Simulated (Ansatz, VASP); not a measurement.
Two plane-wave programs on TiO

The input INCAR:

```
SYSTEM = TiO
PREC = Accurate ; ENCUT = 520
EDIFF = 1E-6 ; ISMEAR = 0
SIGMA = 0.15 ; LREAL = .FALSE.
LASPH = .TRUE. ; NELM = 100
ALGO = Normal ; ISIF = 2
LWAVE = .FALSE. ; LCHARG = .FALSE.
GGA = PS ; NBANDS = 26
```

Contents of KPOINTS:

```
Automatic mesh
0
G
  12 12 6
  0 0 0
```

File POSCAR:

```
TiO
1.0
    2.8187689750      0.0000000000      0.0000000000
   -1.4093844875      2.4411255397      0.0000000000
    0.0000000000      0.0000000000      5.4562749489
Ti O
2 2
Direct
    0.3333333333      0.6666666667      0.2500000000
    0.6666666667      0.3333333333      0.7500000000
    0.0000000000      0.0000000000      0.0000000000
    0.0000000000      0.0000000000      0.5000000000
```

Input for Ansatz:

```yaml
crystal:
  lattice:
    - [2.818768975, 0.0, 0.0]
    - [-1.4093844875, 2.4411255397, 0.0]
    - [0.0, 0.0, 5.4562749489]
  atoms:
    - { symbol: Ti, position: [0.3333333333, 0.6666666667, 0.25] }
    - { symbol: Ti, position: [0.6666666667, 0.3333333333, 0.75] }
    - { symbol: O, position: [0.0, 0.0, 0.0] }
    - { symbol: O, position: [0.0, 0.0, 0.5] }
basis:
  ecutwfc: 420
kpoints:
  mp_grid: { grid: [12, 12, 6] }
hamiltonian:
  xc: pbesol
scf:
  occupations: { method: gaussian, width: 0.15 }
output:
  forces: true
  stress: true
  eigenvalues: true
  write_density: true
  write_potential: true
  elf: true
  volumetric_format: npy
```

Alike in both runs: task single point; functional PBEsol; k mesh 12 × 12 × 6; occupations gaussian, width 0.15 eV; no spin polarisation.

|  | VASP | Ansatz |
| --- | --- | --- |
| version | VASP 6.6.1 | Ansatz 0.2.0 |
| potentials or method | VASP PAW PBE potentials, release 64 (Ti_sv, O), cutoff 520 eV | scalar-relativistic, plane waves, PAW |
| valence electrons in the cell | 36 | 36 |

```csv
,VASP,Ansatz,Ansatz less VASP
gap on the k mesh at the Fermi level (eV),none,none,-
pressure (GPa),0.8,0.0,-0.77
"traceless stress, the component that is largest in VASP (GPa)",-0.01,-0.12,-0.108
```

VASP's potentials were made for PBE, not for PBEsol. A gap of «none» marks a metal or a gap that the smearing closes.
